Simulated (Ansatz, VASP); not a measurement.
One calculation of Mg2I, two programs

```
Mg I
1.0
     6.22195    0.00000    0.00000
     0.00000    6.22195    0.00000
     0.00000    0.00000    3.59195
Mg I
2 1
Cartesian
  0.0000 3.1110 0.0000
  3.1110 0.0000 0.0000
  3.1110 3.1110 0.0000
```

Alike in both runs: functional PBE; k mesh 8 × 8 × 12; occupations gaussian, width 0.1 eV; no spin polarisation.

Ansatz relaxed the structure, and its values are those at the end. VASP's run is a single point on that final structure, the one shown.

```csv
,VASP,Ansatz
version,VASP 6.6.1,Ansatz 0.2.0
potentials or method,"VASP PAW PBE potentials, release 64 (Mg, I), cutoff 520 eV","scalar-relativistic, plane waves, PAW"
valence electrons in the cell,11,37
```

|  | VASP | Ansatz | Ansatz less VASP |
| --- | --- | --- | --- |
| gap on the k mesh at the Fermi level (eV) | none | none | - |
| pressure (GPa) | 0.0 | 0.0 | +0.02 |

A gap of «none» marks a metal or a gap that the smearing closes. VASP's potentials hold 11 valence electrons a cell and Ansatz's 37, so a difference there can come from the potentials and not from the codes.

Neither program's run includes spin-orbit coupling.
